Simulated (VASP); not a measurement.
Here is a VASP 6.6.1 calculation.

File INCAR:

```
SYSTEM = Si
PREC = Accurate
ENCUT = 520
EDIFF = 1E-6
ISMEAR = -1
SIGMA = 0.02
LREAL = Auto
LASPH = .True.
NELM = 80
ALGO = Normal
ISIF = 2
LWAVE = .False.
LCHARG = .False.
GGA = PS
NBANDS = 163
```

File KPOINTS:

```
regular mesh
0
Gamma
  1 1 1
  0 0 0
```

POSCAR

```
Si
1.0
   10.8600000000      0.0000000000      0.0000000000
    0.0000000000     10.8600000000      0.0000000000
    0.0000000000      0.0000000000     10.8600000000
Si
63
Direct
    0.4979184162     -0.0015107735     -0.0016163904
    0.6243876611      0.1239343462      0.1255362799
    0.7498951197      0.2503163904      0.0005637201
    0.8761907919      0.3759498158      0.1253766114
    0.7503584715     -0.0003494475      0.2498973297
    0.8745619705      0.1254976980      0.3753209945
    0.0020290055     -0.0022272560      0.0005639963
    0.1252517495      0.1247743094      0.1245312155
    0.2496627072      0.2501773481      0.0001821363
    0.3747953039      0.3746453039      0.1246963168
    0.4975170350      0.5023433702      0.0012162063
    0.6252330571      0.6249990792      0.1248800184
    0.7496349908      0.7500998158      0.0002337017
    0.8751314917      0.8744621547      0.1244108656
    0.2492848066     -0.0017559853      0.2481389503
    0.3752185083      0.1248743094      0.3745379374
    0.4998392265      0.2497669429      0.2499353591
    0.6252704420      0.3749895028      0.3750220994
    0.7507371087      0.5003519337      0.2500823204
    0.8758150092      0.6252792818      0.3743372928
    0.4996383057     -0.0000399632      0.4994406998
    0.6250966851      0.1248822284      0.6249397790
    0.7496425414      0.2501834254      0.5001953959
    0.8749266114      0.3749064457      0.6246988029
    0.7507110497      0.0000716390      0.7504025783
    0.8757192449      0.1246988950      0.8749941989
    0.0018866483      0.5022623389     -0.0013232044
    0.1295122468      0.6284193370      0.1209639042
    0.3726663904      0.8722039595      0.1221074586
    0.0000992634      0.2498963168      0.2498201657
    0.1245900552      0.3757337937      0.3740439227
    0.2515823204      0.5018792818      0.2483360037
    0.3743871087      0.6256232044      0.3755222836
    0.4980042357      0.7485197053      0.2483412523
    0.6243708103      0.8753365562      0.3741440147
    0.0001023020      0.0000202578      0.4997391344
    0.1245622468      0.1240570902      0.6258411602
    0.2495391344      0.2503864641      0.5003892265
    0.3757000921      0.3760377532      0.6258453959
    0.4997307551      0.5005824125      0.5000241252
    0.6242404236      0.6245269797      0.6261210866
    0.7499301105      0.7504081952      0.5003885820
    0.8761700737      0.8755290055      0.6257255985
    0.2513975138     -0.0017794659      0.7520144567
    0.3742493554      0.1256559853      0.8754808471
    0.4996105893      0.2500694291      0.7503482505
    0.6241728361      0.3758365562      0.8745681400
    0.7501606814      0.5003344383      0.7505475138
    0.8745616022      0.6257457643      0.8757139042
    0.0023424494      0.7508931860      0.2476061694
    0.1254172192      0.8746980663      0.3748065378
   -0.0000392265      0.5003242173      0.4994881215
    0.1251352670      0.6251790055      0.6248196133
    0.2496571823      0.7501902394      0.5001335175
    0.3746576427      0.8748661142      0.6245246777
   -0.0000046041      0.2498430018      0.7502159300
    0.1252489871      0.3749406998      0.8752060773
    0.2490343462      0.5024668508      0.7523686924
    0.3713678637      0.6289020258      0.8786695212
    0.4975344383      0.7515898711      0.7523171271
    0.6253558932      0.8749197974      0.8751998158
    0.0018468692      0.7487954880      0.7522088398
    0.1292330571      0.8708703499      0.8785260589
```

Potentials or basis: VASP PAW PBE potentials, release 64 (Si).

Launch:

```bash
$ cat potpaw_PBE.64/Si/POTCAR > POTCAR
$ mpirun -np 1 vasp_gam > vasp.out
```

(1) What does it give for the largest force?

(2) Estimate the pressure.

## Answers

(1) 0.040 eV/Å.

(2) 0.2 GPa.

Caveat: the k points lie up to 0.58 Å⁻¹ apart; the PAW data sets were made with another functional, which shifts forces and pressure a little.
